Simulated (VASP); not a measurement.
# BiAu: single point with PBE

The system is BiAu.

```xyz
2
Lattice="0.0000 2.9697 2.9697 2.9697 0.0000 2.9697 2.9697 2.9697 0.0000" Properties=species:S:1:pos:R:3 pbc="T T T"
Au    2.9697    2.9697    2.9697
Bi    0.1200    0.0000    0.0000
```

This cell differs from its parent crystal: atom 2 (Bi) moved 0.12 Å along x.

- Program: VASP 6.6.1
- Task: single point
- Functional: PBE
- Potentials or basis: VASP PAW PBE potentials, release 64 (Au, Bi_d)
- Cutoff: 520 eV
- k mesh: 10 × 10 × 10
- Occupations: gaussian, width 0.05 eV
- Spin: no spin polarisation

```
Pressure               : 0.3 GPa
Largest force          : 0.404 eV/Å
Band gap on the k mesh : zero (band 13 reaches 10.05 eV, above the bottom of band 14 at 5.30 eV)
```

Forces in eV/Å, atoms in the order of the input:
```
Au   0.404  0.000  0.000
Bi  -0.404  0.000  0.000
```

Stress tensor (GPa, compression positive):
```
 1.07  0.00  0.00
 0.00 -0.06  0.00
 0.00  0.00 -0.06
```

Levels at points of the mesh, in eV from the Fermi level:
```csv
k point,band 10,band 11,band 12,band 13,band 14,band 15,band 16,band 17
"(0.00, 0.00, 0.00)",-4.28,-4.25,0.75,1.03,1.03,1.05,7.49,8.57
"(0.50, 0.00, 0.00)",-3.99,-3.99,-3.57,2.70,2.84,3.35,5.08,5.12
"(0.50, 0.50, 0.00)",-3.84,-3.82,-3.21,-1.45,-1.29,-1.16,5.93,11.17
"(0.00, 0.50, 0.50)",-3.83,-3.83,-3.21,-1.33,-1.33,-1.27,5.96,11.17
```

Wall time 49 s on 1 thread of Intel(R) Xeon(R) Platinum 8375C CPU @ 2.90GHz (Ice Lake), on a shared host, peak memory 0.25 GiB.

Caveat: the cell differs from its parent crystal (atom 2 (Bi) moved 0.12 Å along x); spin-orbit coupling is left out, which moves the levels of the heavy elements.
